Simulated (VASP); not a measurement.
# P (Pm-3n) in VASP: single point with PBEsol

Aim: the single point of P with PBEsol.

Program: VASP 6.6.1. These are calculated values, not measurements. Logs are shortened: lines on timing, memory, paths and dates and some standing lists are left out, and cuts for length are marked.

## 1. The cell of the first run

It takes space group Pm-3n (No. 223, cubic). Conventional cell: a = 4.832 Å, b = 4.832 Å, c = 4.832 Å, α = 90.00°, β = 90.00°, γ = 90.00°. P (site symmetry m-3) has 12 P at 2.70 Å within 3.6 Å. Within 3.2 Å of P (site symmetry -4m2) lie 14 P at 2.42 to 2.96 Å.

## 2. Single point, PBEsol

File INCAR:

```
PREC     = Accurate       # precision mode
ENCUT    = 520            # plane-wave cutoff, eV
EDIFF    = 1E-6           # SCF threshold, eV
ISMEAR   = -1             # smearing method
SIGMA    = 0.1            # smearing width, eV
LREAL    = False          # projectors in reciprocal space
LASPH    = True           # aspherical terms in the spheres
NELM     = 100            # most SCF steps
ALGO     = Normal         # electronic algorithm
ISIF     = 2              # what is computed and relaxed
LWAVE    = False          # write WAVECAR
LCHARG   = False          # write CHGCAR
GGA      = PS             # functional
NBANDS   = 30             # bands
```

File KPOINTS:

```
Automatic mesh
0
Gamma
  7 7 7
```

File POSCAR:

```
P
1.0
    4.8322178993      0.0000000000      0.0000000000
    0.0000000000      4.8322178993      0.0000000000
    0.0000000000      0.0000000000      4.8322178993
P
8
Direct
    0.0000000000      0.0000000000      0.0000000000
    0.5000000000      0.5000000000      0.5000000000
    0.2500000000      0.0000000000      0.5000000000
    0.7500000000      0.0000000000      0.5000000000
    0.5000000000      0.2500000000      1.0000000000
    0.5000000000      0.7500000000      1.0000000000
    1.0000000000      0.5000000000      0.2500000000
    1.0000000000      0.5000000000      0.7500000000
```

Potentials or basis: VASP PAW PBE potentials, release 64 (P).

On the command line:

```console
cat potpaw_PBE.64/P/POTCAR > POTCAR
mpirun -np 1 vasp_std > vasp.out
```

OUTCAR:

```text
PREC = Accurate
   ENCUT = 520
   EDIFF = 1E-6
   ISMEAR = -1
   LREAL = False
   LASPH = True
   NELM = 100
   ISIF = 2
   GGA = PS

 ion  position               nearest neighbor table
   1  0.000  0.000  0.000-   3 2.70   4 2.70   5 2.70   6 2.70   7 2.70   8 2.70   3 2.70   4 2.70
                             7 2.70   8 2.70   5 2.70   6 2.70
   2  0.500  0.500  0.500-   3 2.70   4 2.70   5 2.70   6 2.70   7 2.70   8 2.70   5 2.70   6 2.70
                             3 2.70   4 2.70   7 2.70   8 2.70
   3  0.250  0.000  0.500-   4 2.42   4 2.42   1 2.70   1 2.70   2 2.70   2 2.70   8 2.96   5 2.96
                             5 2.96   6 2.96   6 2.96   7 2.96   8 2.96   7 2.96
   4  0.750  0.000  0.500-   3 2.42   3 2.42   1 2.70   1 2.70   2 2.70   2 2.70   8 2.96   5 2.96
                             5 2.96   6 2.96   6 2.96   7 2.96   8 2.96   7 2.96
   5  0.500  0.250  0.000-   6 2.42   6 2.42   1 2.70   2 2.70   2 2.70   1 2.70   8 2.96   4 2.96
                             3 2.96   4 2.96   3 2.96   7 2.96   7 2.96   8 2.96
   6  0.500  0.750  0.000-   5 2.42   5 2.42   1 2.70   2 2.70   2 2.70   1 2.70   8 2.96   4 2.96
                             3 2.96   4 2.96   3 2.96   7 2.96   7 2.96   8 2.96
   7  0.000  0.500  0.250-   8 2.42   8 2.42   1 2.70   2 2.70   1 2.70   2 2.70   3 2.96   4 2.96
                             5 2.96   3 2.96   4 2.96   6 2.96   5 2.96   6 2.96
   8  0.000  0.500  0.750-   7 2.42   7 2.42   1 2.70   2 2.70   1 2.70   2 2.70   3 2.96   4 2.96
                             5 2.96   3 2.96   4 2.96   6 2.96   5 2.96   6 2.96

  LATTYP: Found a simple cubic cell.
 ALAT       =     4.8322178993

  Lattice vectors:

 A1 = (   4.8322178993,   0.0000000000,   0.0000000000)
 A2 = (   0.0000000000,   4.8322178993,   0.0000000000)
 A3 = (   0.0000000000,   0.0000000000,   4.8322178993)

Analysis of symmetry for initial positions (statically):
=====================================================================
 Subroutine PRICEL returns:
 Original cell was already a primitive cell.

 Routine SETGRP: Setting up the symmetry group for a
 simple cubic supercell.

 Subroutine GETGRP returns: Found 48 space group operations
 (whereof 24 operations were pure point group operations)
 out of a pool of 48 trial point group operations.

The static configuration has the point symmetry T_h .
 The point group associated with its full space group is O_h .

Analysis of symmetry for dynamics (positions and initial velocities):
=====================================================================
 Subroutine PRICEL returns:
 Original cell was already a primitive cell.

 Routine SETGRP: Setting up the symmetry group for a
 simple cubic supercell.

 Subroutine GETGRP returns: Found 48 space group operations
 (whereof 24 operations were pure point group operations)
 out of a pool of 48 trial point group operations.

The dynamic configuration has the point symmetry T_h .
 The point group associated with its full space group is O_h .

 Subroutine INISYM returns: Found 48 space group operations
 (whereof 24 operations are pure point group operations),
 and found     1 'primitive' translations

----------------------------------------------------------------------------------------

                                     Primitive cell

  volume of cell :     112.8339

  direct lattice vectors                    reciprocal lattice vectors
     4.832217899  0.000000000  0.000000000     0.206944310  0.000000000  0.000000000
     0.000000000  4.832217899  0.000000000     0.000000000  0.206944310  0.000000000
     0.000000000  0.000000000  4.832217899     0.000000000  0.000000000  0.206944310

  length of vectors
     4.832217899  4.832217899  4.832217899     0.206944310  0.206944310  0.206944310

  position of ions in fractional coordinates (direct lattice)
     0.000000000  0.000000000  0.000000000
     0.500000000  0.500000000  0.500000000
     0.250000000  0.000000000  0.500000000
     0.750000000  0.000000000  0.500000000
     0.500000000  0.250000000  0.000000000
     0.500000000  0.750000000  0.000000000
     0.000000000  0.500000000  0.250000000
     0.000000000  0.500000000  0.750000000

  ion indices of the primitive-cell ions
   primitive index   ion index
                 1           1
                 2           2
                 3           3
                 4           4
                 5           5
                 6           6
                 7           7
                 8           8

----------------------------------------------------------------------------------------

 KPOINTS: Automatic mesh

Automatic generation of k-mesh.
 Grid dimensions read from file:
 generate k-points for:    7    7    7

 Generating k-lattice:

  Cartesian coordinates                     Fractional coordinates (reciprocal lattice)
     0.029563473  0.000000000  0.000000000     0.142857143  0.000000000  0.000000000
     0.000000000  0.029563473  0.000000000     0.000000000  0.142857143  0.000000000
     0.000000000  0.000000000  0.029563473     0.000000000  0.000000000  0.142857143

  Length of vectors
     0.029563473  0.029563473  0.029563473

  Shift w.r.t. Gamma in fractional coordinates (k-lattice)
     0.000000000  0.000000000  0.000000000

 Subroutine IBZKPT returns following result:
 ===========================================

 Found     20 irreducible k-points:

 Following reciprocal coordinates:
            Coordinates               Weight
  0.000000  0.000000  0.000000      1.000000
  0.142857  0.000000  0.000000      6.000000
  0.285714  0.000000  0.000000      6.000000
  0.428571  0.000000  0.000000      6.000000
  0.142857  0.142857  0.000000     12.000000
  0.285714  0.142857  0.000000     24.000000
[... 12 lines left out ...]
  0.428571  0.428571  0.285714     24.000000
  0.428571  0.428571  0.428571      8.000000
   k-points           NKPTS =     20   k-points in BZ     NKDIM =     20   number of bands    NBANDS=     30
   number of dos      NEDOS =    301   number of ions     NIONS =      8
   total plane-waves  NPLWV =  46656
   dimension x,y,z NGX =    36 NGY =   36 NGZ =   36
   dimension x,y,z NGXF=    72 NGYF=   72 NGZF=   72
   ions per type =               8
   NGX,Y,Z   is equivalent  to a cutoff of  12.39, 12.39, 12.39 a.u.
   NGXF,Y,Z  is equivalent  to a cutoff of  24.77, 24.77, 24.77 a.u.
 SYSTEM =  unknown system
   PREC   = accura    normal or accurate (medium, high low for compatibility)
   ISTART =      0    job   : 0-new  1-cont  2-samecut
   ICHARG =      2    charge: 1-file 2-atom 10-const
   ISPIN  =      1    spin polarized calculation?
   LNONCOLLINEAR =      F non collinear calculations
   LSORBIT =      F    spin-orbit coupling
   LASPH  =      T    aspherical Exc in radial PAW
   ENCUT  =  520.0 eV  38.22 Ry    6.18 a.u.   8.98  8.98  8.98*2*pi/ulx,y,z
   NELM   =    100;   NELMIN=  2; NELMDL= -5     # of ELM steps
   EDIFF  = 0.1E-05   stopping-criterion for ELM
   LREAL  =      F    real-space projection
   EDIFFG = 0.1E-04   stopping-criterion for IOM
   NSW    =      0    number of steps for IOM
   IBRION =     -1    ionic relax: 0-MD 1-quasi-New 2-CG
   NFREE  =      0    steps in history (QN), initial steepest desc. (CG)
   ISIF   =      2    stress and relaxation
   ISYM   =      2    0-nonsym 1-usesym 2-fastsym
   POTIM  = 0.5000    time-step for ionic-motion
   TEBEG  =    0.0;   TEEND  =   0.0 temperature during run
   PSTRESS=    0.0 pullay stress
   NELECT =      40.0000    total number of electrons
   NUPDOWN=      -1.0000    fix difference up-down
   EMIN   =  10.00;   EMAX   =-10.00  energy-range for DOS
   EFERMI =   0.00;   METHOD = LEGACY
   ISMEAR =    -1;   SIGMA  =   0.10  broadening in eV -4-tet -1-fermi 0-gaus
   EFERMI_NEDOS =   21; number of points for ismear=-14 and -15
   IALGO  =     38    algorithm
   IMIX   =      4    mixing-type and parameters
     AMIX     =   0.40;   BMIX     =  1.00
     AMIX_MAG =   1.60;   BMIX_MAG =  1.00
  volume/ion in A,a.u.               =      14.10        95.18
  Fermi-wavevector in a.u.,A,eV,Ry     =   1.158639  2.189511 18.265079  1.342445
  Thomas-Fermi vector in A             =   2.295240
   LORBIT       =      0    0 simple, 1 ext, 2 COOP (PROOUT), +10 PAW based schemes
   GGA     = PS    functional components
   LHFCALC =     F    Hartree Fock is set to
   AEXX    =    0.0000 exact exchange contribution
   IVDW    =     0    specifies the selected vdW correction
   LEPSILON=     F    determine dielectric tensor
   LRPA    =     F    only Hartree local field effects (RPA)
 non-spin polarized calculation
  energy-cutoff  :      520.00
  volume of cell :      112.83
 maximum number of plane-waves:      3067
 NGX is ok and might be reduce to    36
   NGX = 17   NGY = 17   NGZ = 17

 number of electron      39.9999978 magnetization

 Free energy of the ion-electron system (eV)
  ---------------------------------------------------
  ext. energy  EPLUGINS =         0.00000000
  ---------------------------------------------------
  free energy    TOTEN  =       -40.25101336 eV

  energy without entropy =      -40.09043055  energy(sigma->0) =      -40.17072195

 E-fermi :  10.1953     XC(G=0): -11.6712

 val. band max:       10.1820716595   @ k =   0.4286   0.4286   0.2857
 cond. band min:      10.1959865496   @ k =   0.2857   0.1429   0.0000
 fundamental gap:      0.0139148900
 Fermi energy:        10.1952684059

 k-point     1 :       0.0000    0.0000    0.0000
  band No.  band energies     occupation
      1      -6.5367      2.00000
      2      -1.5877      2.00000
      3      -1.5877      2.00000
      4      -1.3880      2.00000
      5       0.3543      2.00000
      6       0.3543      2.00000
[... 22 lines left out ...]
     29      14.6956      0.00000
     30      15.9320      0.00000

 k-point     2 :       0.1429    0.0000    0.0000
  band No.  band energies     occupation
      1      -6.4146      2.00000
      2      -2.3574      2.00000
      3      -1.4748      2.00000
      4      -1.3400      2.00000
      5       0.4614      2.00000
      6       0.4614      2.00000
[... 22 lines left out ...]
     29      14.7341      0.00000
     30      16.5326      0.00000

 k-point     3 :       0.2857    0.0000    0.0000
  band No.  band energies     occupation
      1      -6.0491      2.00000
      2      -3.5540      2.00000
      3      -1.1444      2.00000
      4      -1.0163      2.00000
      5       0.7678      2.00000
      6       0.7678      2.00000
[... 22 lines left out ...]
     29      14.8066      0.00000
     30      14.9441      0.00000

 k-point     4 :       0.4286    0.0000    0.0000
  band No.  band energies     occupation
      1      -5.4436      2.00000
      2      -4.6057      2.00000
      3      -0.6566      2.00000
      4      -0.5607      2.00000
      5       0.4989      2.00000
      6       0.6215      2.00000
[... 484 lines left out ...]
     29      13.2549      0.00000
     30      13.3655      0.00000

 k-point    19 :       0.4286    0.4286    0.2857
  band No.  band energies     occupation
      1      -3.8766      2.00000
      2      -3.0621      2.00000
      3      -3.0351      2.00000
      4      -2.2234      2.00000
      5      -1.4311      2.00000
      6      -0.6337      2.00000
[... 22 lines left out ...]
     29      12.7918      0.00000
     30      13.1525      0.00000

 k-point    20 :       0.4286    0.4286    0.4286
  band No.  band energies     occupation
      1      -3.2795      2.00000
      2      -2.4700      2.00000
      3      -2.4700      2.00000
      4      -2.4268      2.00000
      5      -1.6521      2.00000
      6      -1.6521      2.00000
[... 22 lines left out ...]
     29      11.3359      0.00002
     30      11.8705      0.00000

------------------------ aborting loop because EDIFF is reached ----------------------------------------

  FORCE on cell =-STRESS in cart. coord.  units (eV):
  Direction    XX          YY          ZZ          XY          YZ          ZX
  --------------------------------------------------------------------------------------
  -------------------------------------------------------------------------------------
  Total        0.3591417      0.3591417      0.3591417      0.0000000      0.0000000     -0.0000000
  in kB        5.0996098      5.0996098      5.0996098      0.0000000      0.0000000     -0.0000000
  external PRESSURE =       5.0996098 kB  Pullay stress =       0.0000000 kB

 VOLUME and BASIS-vectors are now :
 -----------------------------------------------------------------------------
  energy-cutoff  :      520.00
  volume of cell :      112.83
      direct lattice vectors                 reciprocal lattice vectors
     4.832217899  0.000000000  0.000000000     0.206944310  0.000000000  0.000000000
     0.000000000  4.832217899  0.000000000     0.000000000  0.206944310  0.000000000
     0.000000000  0.000000000  4.832217899     0.000000000  0.000000000  0.206944310

 POSITION                                       TOTAL-FORCE (eV/Angst)
 -----------------------------------------------------------------------------------
      0.00000      0.00000      0.00000         0.000000      0.000000     -0.000000
      2.41611      2.41611      2.41611         0.000000      0.000000     -0.000000
      1.20805      0.00000      2.41611         0.000000     -0.000000     -0.000000
      3.62416      0.00000      2.41611        -0.000000      0.000000      0.000000
      2.41611      1.20805      0.00000        -0.000000     -0.000000      0.000000
      2.41611      3.62416      0.00000        -0.000000      0.000000     -0.000000
      0.00000      2.41611      1.20805         0.000000      0.000000     -0.000000
      0.00000      2.41611      3.62416         0.000000     -0.000000      0.000000
 -----------------------------------------------------------------------------------
    total drift:                               -0.000000      0.000000     -0.000000

  FREE ENERGIE OF THE ION-ELECTRON SYSTEM (eV)
  ---------------------------------------------------
  free  energy   TOTEN  =       -40.2510133568 eV

  energy  without entropy=      -40.0904305460  energy(sigma->0) =      -40.17072195
```

Wall time 86 s (1 thread of AMD EPYC 7R43 (Zen 3), shared host); peak memory 0.17 GiB.

Results:

| Quantity | Value |
| --- | --- |
| Free energy | -40.2510 eV |
| Pressure | 0.5 GPa |
| Band gap on the k mesh | zero (bands 20 and 21 overlap by 1.40 eV) |

Levels at points of the mesh, in eV from the Fermi level:
```tsv
k point	band 18	band 19	band 20	band 21	band 22	band 23
(0.00, 0.00, 0.00)	-2.83	-2.83	-2.28	1.00	1.00	1.00
```

Caveat: the PAW data sets were made with another functional, which shifts forces and pressure a little.
